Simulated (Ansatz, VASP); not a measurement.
# Two plane-wave programs on AlN

```
Al N
1.0
     3.13021    0.00000    0.00000
    -1.56510    2.71084    0.00000
     0.15054    0.00000    5.01804
Al N
2 2
Direct
  0.66586 0.33335 0.49925
  0.33251 0.66665 0.99925
  0.66745 0.33327 0.88075
  0.33418 0.66673 0.38075
```

Change from the starting cell: shear of c along a, cell held, atoms relaxed: +3.0 %.

Alike in both runs: task relaxation of the atoms; functional PBE; k mesh 12 × 12 × 6; occupations gaussian, width 0.02 eV; no spin polarisation.

|  | VASP | Ansatz |
| --- | --- | --- |
| version | VASP 6.6.1 | Ansatz 0.2.0 |
| potentials or method | VASP PAW PBE potentials, release 64 (Al, N), cutoff 520 eV | scalar-relativistic, plane waves, PAW |
| valence electrons in the cell | 16 | 16 |

VASP gave:

| Item | Value |
| --- | --- |
| gap on the k mesh at the Fermi level, each at its own relaxed structure (eV) | 4.00 |

Problem. Estimate Ansatz's values.

Solution. gap on the k mesh at the Fermi level, each at its own relaxed structure (eV): 3.99.

Ansatz's warnings: stress scf threshold loose.
